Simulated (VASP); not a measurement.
# NbCu (Fm-3m) in VASP: settings compared

Aim: see how the results for NbCu move with the level of theory and the settings. Levels: BLYP, r2SCAN, LDA, PBE, PBEsol. Tasks: single point, relaxation of cell and atoms.

All numbers are computed with VASP 6.6.1; they aren't measurements. Logs are shortened: lines on timing, memory, paths and dates and some standing lists are left out, and cuts for length are marked.

## Step 1: The cell of the first run

It takes space group Fm-3m (No. 225, cubic). Conventional cell: a = 5.201 Å, b = 5.201 Å, c = 5.201 Å, α = 90.00°, β = 90.00°, γ = 90.00°. Nb (site symmetry m-3m) has 6 Cu at 2.60 Å within 3.4 Å. Cu (site symmetry m-3m) has 6 Nb at 2.60 Å within 3.4 Å.

## Step 2: Single point, BLYP

INCAR reads:

```
  PREC = Accurate
  ENCUT = 520
  EDIFF = 1E-7
  ISMEAR = -1
  SIGMA = 0.05
  LREAL = False
  LASPH = True
  NELM = 80
  ALGO = Fast
  ISIF = 2
  LWAVE = False
  LCHARG = False
  GGA = B5
  ALDAX = 1.0
  AGGAX = 1.0
  AGGAC = 1.0
  ALDAC = 0.0
  NBANDS = 19
```

KPOINTS reads:

```
regular mesh
0
Gamma
  9 9 9
```

POSCAR reads:

```
NbCu
1.0
    0.0000000000      2.6006151490      2.6006151490
    2.6006151490      0.0000000000      2.6006151490
    2.6006151490      2.6006151490      0.0000000000
Nb Cu
1 1
Direct
    0.0000000000      0.0000000000      0.0000000000
    0.5000000000      0.5000000000      0.5000000000
```

Potentials or basis: VASP PAW PBE potentials, release 64 (Nb_sv, Cu).

Command:

```bash
> cat potpaw_PBE.64/Nb_sv/POTCAR potpaw_PBE.64/Cu/POTCAR > POTCAR
> mpirun -np 1 vasp_std > vasp.out
```

OUTCAR:

```text
PREC = Accurate
   ENCUT = 520
   EDIFF = 1E-7
   ISMEAR = -1
   LREAL = False
   LASPH = True
   NELM = 80
   ISIF = 2
   GGA = B5

 ion  position               nearest neighbor table
   1  0.000  0.000  0.000-   2 2.60   2 2.60   2 2.60   2 2.60   2 2.60   2 2.60
   2  0.500  0.500  0.500-   1 2.60   1 2.60   1 2.60   1 2.60   1 2.60   1 2.60

  LATTYP: Found a face centered cubic cell.
 ALAT       =     5.2012302980

  Lattice vectors:

 A1 = (   0.0000000000,   2.6006151490,   2.6006151490)
 A2 = (   2.6006151490,   0.0000000000,   2.6006151490)
 A3 = (   2.6006151490,   2.6006151490,   0.0000000000)

Analysis of symmetry for initial positions (statically):
=====================================================================
 Subroutine PRICEL returns:
 Original cell was already a primitive cell.

 Routine SETGRP: Setting up the symmetry group for a
 face centered cubic supercell.

 Subroutine GETGRP returns: Found 48 space group operations
 (whereof 48 operations were pure point group operations)
 out of a pool of 48 trial point group operations.

The static configuration has the point symmetry O_h .

Analysis of symmetry for dynamics (positions and initial velocities):
=====================================================================
 Subroutine PRICEL returns:
 Original cell was already a primitive cell.

 Routine SETGRP: Setting up the symmetry group for a
 face centered cubic supercell.

 Subroutine GETGRP returns: Found 48 space group operations
 (whereof 48 operations were pure point group operations)
 out of a pool of 48 trial point group operations.

The dynamic configuration has the point symmetry O_h .

 Subroutine INISYM returns: Found 48 space group operations
 (whereof 48 operations are pure point group operations),
 and found     1 'primitive' translations

----------------------------------------------------------------------------------------

                                     Primitive cell

  volume of cell :      35.1770

  direct lattice vectors                    reciprocal lattice vectors
     0.000000000  2.600615149  2.600615149    -0.192262204  0.192262204  0.192262204
     2.600615149  0.000000000  2.600615149     0.192262204 -0.192262204  0.192262204
     2.600615149  2.600615149  0.000000000     0.192262204  0.192262204 -0.192262204

  length of vectors
     3.677825214  3.677825214  3.677825214     0.333007906  0.333007906  0.333007906

  position of ions in fractional coordinates (direct lattice)
     0.000000000  0.000000000  0.000000000
     0.500000000  0.500000000  0.500000000

  ion indices of the primitive-cell ions
   primitive index   ion index
                 1           1
                 2           2

----------------------------------------------------------------------------------------

 KPOINTS: regular mesh

Automatic generation of k-mesh.
 Grid dimensions read from file:
 generate k-points for:    9    9    9

 Generating k-lattice:

  Cartesian coordinates                     Fractional coordinates (reciprocal lattice)
    -0.021362467  0.021362467  0.021362467     0.111111111  0.000000000  0.000000000
     0.021362467 -0.021362467  0.021362467     0.000000000  0.111111111  0.000000000
     0.021362467  0.021362467 -0.021362467     0.000000000  0.000000000  0.111111111

  Length of vectors
     0.037000878  0.037000878  0.037000878

  Shift w.r.t. Gamma in fractional coordinates (k-lattice)
     0.000000000  0.000000000  0.000000000

 Subroutine IBZKPT returns following result:
 ===========================================

 Found     35 irreducible k-points:

 Following reciprocal coordinates:
            Coordinates               Weight
  0.000000  0.000000  0.000000      1.000000
  0.111111  0.000000  0.000000      8.000000
  0.222222  0.000000  0.000000      8.000000
  0.333333  0.000000  0.000000      8.000000
  0.444444  0.000000  0.000000      8.000000
  0.111111  0.111111  0.000000      6.000000
[... 16 lines left out ...]
 -0.333333  0.333333  0.000000     12.000000
  0.444444  0.444444  0.000000      6.000000
 [... further k-points ...]
   k-points           NKPTS =     35   k-points in BZ     NKDIM =     35   number of bands    NBANDS=     19
   number of dos      NEDOS =    301   number of ions     NIONS =      2
   total plane-waves  NPLWV =  21952
   dimension x,y,z NGX =    28 NGY =   28 NGZ =   28
   dimension x,y,z NGXF=    56 NGYF=   56 NGZF=   56
   ions per type =               1   1
   NGX,Y,Z   is equivalent  to a cutoff of  12.66, 12.66, 12.66 a.u.
   NGXF,Y,Z  is equivalent  to a cutoff of  25.31, 25.31, 25.31 a.u.
 SYSTEM =  unknown system
   PREC   = accura    normal or accurate (medium, high low for compatibility)
   ISTART =      0    job   : 0-new  1-cont  2-samecut
   ICHARG =      2    charge: 1-file 2-atom 10-const
   ISPIN  =      1    spin polarized calculation?
   LNONCOLLINEAR =      F non collinear calculations
   LSORBIT =      F    spin-orbit coupling
   LASPH  =      T    aspherical Exc in radial PAW
   ENCUT  =  520.0 eV  38.22 Ry    6.18 a.u.   6.84  6.84  6.84*2*pi/ulx,y,z
   NELM   =     80;   NELMIN=  2; NELMDL= -5     # of ELM steps
   EDIFF  = 0.1E-06   stopping-criterion for ELM
   LREAL  =      F    real-space projection
   EDIFFG = 0.1E-05   stopping-criterion for IOM
   NSW    =      0    number of steps for IOM
   IBRION =     -1    ionic relax: 0-MD 1-quasi-New 2-CG
   NFREE  =      0    steps in history (QN), initial steepest desc. (CG)
   ISIF   =      2    stress and relaxation
   ISYM   =      2    0-nonsym 1-usesym 2-fastsym
   POTIM  = 0.5000    time-step for ionic-motion
   TEBEG  =    0.0;   TEEND  =   0.0 temperature during run
   PSTRESS=    0.0 pullay stress
   NELECT =      24.0000    total number of electrons
   NUPDOWN=      -1.0000    fix difference up-down
   EMIN   =  10.00;   EMAX   =-10.00  energy-range for DOS
   EFERMI =   0.00;   METHOD = LEGACY
   ISMEAR =    -1;   SIGMA  =   0.05  broadening in eV -4-tet -1-fermi 0-gaus
   EFERMI_NEDOS =   21; number of points for ismear=-14 and -15
   IALGO  =     68    algorithm
   IMIX   =      4    mixing-type and parameters
     AMIX     =   0.40;   BMIX     =  1.00
     AMIX_MAG =   1.60;   BMIX_MAG =  1.00
  volume/ion in A,a.u.               =      17.59       118.69
  Fermi-wavevector in a.u.,A,eV,Ry     =   1.441205  2.723483 28.260287  2.077072
  Thomas-Fermi vector in A             =   2.559863
   LORBIT       =      0    0 simple, 1 ext, 2 COOP (PROOUT), +10 PAW based schemes
   GGA     = B5    functional components
   LHFCALC =     F    Hartree Fock is set to
   AEXX    =    0.0000 exact exchange contribution
   IVDW    =     0    specifies the selected vdW correction
   LEPSILON=     F    determine dielectric tensor
   LRPA    =     F    only Hartree local field effects (RPA)
 non-spin polarized calculation
 RMM-DIIS sequential band-by-band and
  energy-cutoff  :      520.00
  volume of cell :       35.18
 maximum number of plane-waves:       958
   NGX = 13   NGY = 13   NGZ = 13

 number of electron      23.9999995 magnetization

 Free energy of the ion-electron system (eV)
  ---------------------------------------------------
  ext. energy  EPLUGINS =         0.00000000
  ---------------------------------------------------
  free energy    TOTEN  =       -10.61320053 eV

  energy without entropy =      -10.58563899  energy(sigma->0) =      -10.59941976

 E-fermi :   8.3772     XC(G=0): -11.0743

 val. band max:        8.3651402011   @ k =  -0.3333   0.4444   0.2222
 cond. band min:       8.3846715150   @ k =   0.4444   0.3333   0.1111
 fundamental gap:      0.0195313139
 Fermi energy:         8.3772165750

 k-point     1 :       0.0000    0.0000    0.0000
  band No.  band energies     occupation
      1     -46.6747      2.00000
      2     -22.7299      2.00000
      3     -22.7299      2.00000
      4     -22.7299      2.00000
      5       1.6682      2.00000
      6       4.2193      2.00000
[... 11 lines left out ...]
     18      16.9499      0.00000
     19      18.2415      0.00000

 k-point     2 :       0.1111    0.0000    0.0000
  band No.  band energies     occupation
      1     -46.6731      2.00000
      2     -22.7483      2.00000
      3     -22.7331      2.00000
      4     -22.7331      2.00000
      5       1.9209      2.00000
      6       4.2917      2.00000
[... 11 lines left out ...]
     18      17.4994      0.00000
     19      18.5905      0.00000

 k-point     3 :       0.2222    0.0000    0.0000
  band No.  band energies     occupation
      1     -46.6692      2.00000
      2     -22.7946      2.00000
      3     -22.7413      2.00000
      4     -22.7413      2.00000
      5       2.6420      2.00000
      6       4.4958      2.00000
[... 11 lines left out ...]
     18      18.7636      0.00000
     19      19.0019      0.00000

 k-point     4 :       0.3333    0.0000    0.0000
  band No.  band energies     occupation
      1     -46.6648      2.00000
      2     -22.8468      2.00000
      3     -22.7505      2.00000
      4     -22.7505      2.00000
      5       3.6965      2.00000
      6       4.6563      2.00000
[... 11 lines left out ...]
     18      19.9531      0.00000
     19      19.9561      0.00000

 k-point     5 :       0.4444    0.0000    0.0000
  band No.  band energies     occupation
      1     -46.6619      2.00000
      2     -22.8805      2.00000
      3     -22.7565      2.00000
      4     -22.7565      2.00000
      5       4.5475      2.00000
      6       4.9606      2.00000
[... 11 lines left out ...]
     18      19.9657      0.00000
     19      19.9699      0.00000

 k-point     6 :       0.1111    0.1111    0.0000
  band No.  band energies     occupation
      1     -46.6726      2.00000
      2     -22.7493      2.00000
      3     -22.7366      2.00000
      4     -22.7366      2.00000
      5       1.9966      2.00000
      6       4.2548      2.00000
[... 11 lines left out ...]
     18      17.3640      0.00000
     19      18.7326      0.00000

 k-point     7 :       0.2222    0.1111    0.0000
  band No.  band energies     occupation
      1     -46.6695      2.00000
      2     -22.7832      2.00000
      3     -22.7448      2.00000
      4     -22.7434      2.00000
      5       2.5352      2.00000
      6       4.3567      2.00000
[... 11 lines left out ...]
     18      18.5469      0.00000
     19      19.3955      0.00000

 k-point     8 :       0.3333    0.1111    0.0000
  band No.  band energies     occupation
      1     -46.6653      2.00000
      2     -22.8305      2.00000
      3     -22.7541      2.00000
      4     -22.7536      2.00000
      5       3.4360      2.00000
      6       4.4912      2.00000
[... 256 lines left out ...]
 k-point    20 :       0.3333    0.3333    0.0000
  band No.  band energies     occupation
      1     -46.6621      2.00000
      2     -22.8397      2.00000
      3     -22.7721      2.00000
      4     -22.7721      2.00000
      5       3.6818      2.00000
      6       4.0434      2.00000
[... 11 lines left out ...]
     18      16.7656      0.00000
     19      19.2127      0.00000

 k-point    21 :       0.4444    0.3333    0.0000
  band No.  band energies     occupation
      1     -46.6598      2.00000
      2     -22.8543      2.00000
      3     -22.7855      2.00000
      4     -22.7781      2.00000
      5       4.0384      2.00000
      6       4.1210      2.00000
[... 11 lines left out ...]
     18      15.7029      0.00000
     19      19.9150      0.00000

 k-point    22 :      -0.4444    0.3333    0.0000
  band No.  band energies     occupation
      1     -46.6585      2.00000
      2     -22.8521      2.00000
      3     -22.8087      2.00000
      4     -22.7778      2.00000
      5       4.2078      2.00000
      6       4.6808      2.00000
[... 11 lines left out ...]
     18      15.3675      0.00000
     19      20.1556      0.00000

 k-point    23 :      -0.3333    0.3333    0.0000
  band No.  band energies     occupation
      1     -46.6588      2.00000
      2     -22.8355      2.00000
      3     -22.8294      2.00000
      4     -22.7714      2.00000
      5       4.4189      2.00000
      6       4.6670      2.00000
[... 11 lines left out ...]
     18      16.8632      0.00000
     19      19.7738      0.00000

 k-point    24 :       0.4444    0.4444    0.0000
  band No.  band energies     occupation
      1     -46.6586      2.00000
      2     -22.8654      2.00000
      3     -22.7843      2.00000
      4     -22.7843      2.00000
      5       3.9002      2.00000
      6       4.1425      2.00000
[... 11 lines left out ...]
     18      14.6612      0.00000
     19      19.6141      0.00000

 [... further k-points ...]

------------------------ aborting loop because EDIFF is reached ----------------------------------------

  FORCE on cell =-STRESS in cart. coord.  units (eV):
  Direction    XX          YY          ZZ          XY          YZ          ZX
  --------------------------------------------------------------------------------------
  -------------------------------------------------------------------------------------
  Total        0.0554998      0.0554998      0.0554998      0.0000000     -0.0000000      0.0000000
  in kB        2.5278051      2.5278051      2.5278051      0.0000000     -0.0000000      0.0000000
  external PRESSURE =       2.5278051 kB  Pullay stress =       0.0000000 kB

 VOLUME and BASIS-vectors are now :
 -----------------------------------------------------------------------------
  energy-cutoff  :      520.00
  volume of cell :       35.18
      direct lattice vectors                 reciprocal lattice vectors
     0.000000000  2.600615149  2.600615149    -0.192262204  0.192262204  0.192262204
     2.600615149  0.000000000  2.600615149     0.192262204 -0.192262204  0.192262204
     2.600615149  2.600615149  0.000000000     0.192262204  0.192262204 -0.192262204

 POSITION                                       TOTAL-FORCE (eV/Angst)
 -----------------------------------------------------------------------------------
      0.00000      0.00000      0.00000         0.000000      0.000000      0.000000
      2.60062      2.60062      2.60062        -0.000000     -0.000000      0.000000
 -----------------------------------------------------------------------------------
    total drift:                                0.000000      0.000000      0.000000

  FREE ENERGIE OF THE ION-ELECTRON SYSTEM (eV)
  ---------------------------------------------------
  free  energy   TOTEN  =       -10.6132005332 eV

  energy  without entropy=      -10.5856389887  energy(sigma->0) =      -10.59941976
```

It took 34 s on 1 thread of Intel Xeon 6975P-C (Granite Rapids), shared host; peak memory 0.16 GiB.

What came out:

| Item | Value |
| --- | --- |
| Free energy | -10.6132 eV |
| Pressure | 0.3 GPa |
| Band gap on the k mesh | zero (bands 12 and 13 overlap by 1.71 eV) |

Levels at points of the mesh, in eV from the Fermi level:
```
           k point  band 8  band 9  band 10  band 11  band 12  band 13  band 14  band 15  band 16  band 17
(0.00, 0.00, 0.00)   -3.85   -3.85    -3.85     0.93     0.93     0.93     2.18     2.18     8.57     8.57
```

Caveat: the PAW data sets were made with another functional, which shifts forces and pressure a little.

## Step 3: Single point, r2SCAN

This run uses another cell than the first one, of 16.48 Å³/atom.

POSCAR reads:

```
NbCu
1.0
    0.0000000000      2.5445744720      2.5445744720
    2.5445744720      0.0000000000      2.5445744720
    2.5445744720      2.5445744720      0.0000000000
Nb Cu
1 1
Direct
    0.0000000000      0.0000000000      0.0000000000
    0.5000000000      0.5000000000      0.5000000000
```

INCAR.step1 reads:

```
SYSTEM = NbCu
  ALGO = Normal
  EDIFF = 1E-4
  ENCUT = 520
  GGA = PE
  ISMEAR = -1
  LASPH = .True.
  LCHARG = .False.
  LREAL = .False.
  LWAVE = .True.
  NBANDS = 19
  NELM = 60
  PREC = Accurate
  SIGMA = 0.05
```

INCAR.step2 reads:

```
SYSTEM = NbCu
  ALGO = Normal
  EDIFF = 1E-6
  ENCUT = 520
  ISIF = 2
  ISMEAR = -1
  ISTART = 1
  LASPH = .True.
  LCHARG = .False.
  LMIXTAU = .True.
  LREAL = .False.
  LWAVE = .False.
  METAGGA = R2SCAN
  NBANDS = 19
  NELM = 60
  PREC = Accurate
  SIGMA = 0.05
```

KPOINTS reads:

```
k-points
0
Gamma
  9 9 9
  0 0 0
```

Potentials or basis: VASP PAW PBE potentials, release 64 (Nb_sv, Cu).

Command:

```bash
> cat potpaw_PBE.64/Nb_sv/POTCAR potpaw_PBE.64/Cu/POTCAR > POTCAR
> cp INCAR.step1 INCAR
> mpirun -np 1 vasp_std > vasp.out
> cp INCAR.step2 INCAR
> mpirun -np 1 vasp_std > vasp.out
```

Run time: 52 s. Hardware: 1 thread of Intel Xeon 6975P-C (Granite Rapids), shared host; peak memory 0.17 GiB.

The run converged. Its results:

```
Free energy            : -34.1894 eV
Pressure               : 0.0 GPa
Band gap on the k mesh : zero (bands 12 and 13 overlap by 2.11 eV)
```

Levels at points of the mesh, in eV from the Fermi level:
```csv
k point,band 10,band 11,band 12,band 13,band 14,band 15
"(0.00, 0.00, 0.00)",-4.23,1.21,1.21,1.21,2.51,2.51
```

Caveat: the PAW data sets were made with another functional, which shifts forces and pressure a little.

(Part 1 of 2 ends here.)
